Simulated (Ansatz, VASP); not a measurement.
GaP in VASP and in Ansatz

```
Ga P
1.0
     0.00000    2.72525    2.72525
     2.92964    0.00000    2.72525
     2.92964    2.72525    0.00000
Ga P
1 1
Direct
  0.00000 0.00000 0.00000
  0.75000 0.75000 0.75000
```

Change from the starting cell: strain +0.0750 x Voigt [1, 0, 0, 0, 0, 0], atoms carried along.

Alike in both runs: task single point; functional r2SCAN; k mesh 8 × 8 × 8; occupations gaussian, width 0.05 eV; no spin polarisation.

|  | VASP | Ansatz |
| --- | --- | --- |
| version | VASP 6.6.1 | Ansatz 0.2.0 |
| potentials or method | VASP PAW PBE potentials, release 64 (Ga_d, P), cutoff 520 eV | scalar-relativistic, plane waves, PAW |
| valence electrons in the cell | 18 | 18 |

Ansatz gave:

| Item | Value |
| --- | --- |
| gap on the k mesh at the Fermi level (eV) | 1.53 |
| least direct gap on the mesh (eV) | 1.53 |
| pressure (GPa) | -5.4 |
| traceless stress, the component that is largest in VASP (GPa) | -4.29 |

What did VASP give for the same quantities?

gap on the k mesh at the Fermi level (eV): 1.52; least direct gap on the mesh (eV): 1.52; pressure (GPa): -5.5; traceless stress, the component that is largest in VASP (GPa): -4.29.

VASP's potentials were made for PBE, not for r2SCAN. With one functional, cell and mesh, what is left measures potentials, basis and numerics.
